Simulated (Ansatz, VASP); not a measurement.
**One calculation of SiSbTe3, two programs**

```
CELL_PARAMETERS angstrom
5.70485 0.00000 0.00000
0.00000 5.70485 0.00000
0.00000 0.00000 5.70485
ATOMIC_POSITIONS crystal
Si 0.00000 0.00000 0.00000
Sb 0.50000 0.50000 0.50000
Te 0.00000 0.50000 0.50000
Te 0.50000 0.50000 0.00000
Te 0.50000 0.00000 0.50000
```

Change from the starting cell: species swapped into the ErRh3C type (Pm-3m, No. 221).

Alike in both runs: functional PBE; k mesh 4 × 4 × 4; occupations gaussian, width 0.1 eV; no spin polarisation.

Ansatz relaxed the structure, and its values are those at the end. VASP's run is a single point on that final structure, the one shown.

```csv
,VASP,Ansatz
version,VASP 6.6.1,Ansatz 0.2.0
potentials or method,"VASP PAW PBE potentials, release 64 (Si, Sb, Te), cutoff 500 eV","scalar-relativistic, plane waves, PAW"
valence electrons in the cell,27,67
```

|  | VASP | Ansatz | Ansatz less VASP |
| --- | --- | --- | --- |
| gap on the k mesh at the Fermi level (eV) | none | none | - |
| pressure (GPa) | 0.2 | 0.2 | +0.01 |

A gap of «none» marks a metal or a gap that the smearing closes. VASP's potentials hold 27 valence electrons a cell and Ansatz's 67, so a difference there can come from the potentials and not from the codes.

Neither program's run includes spin-orbit coupling.
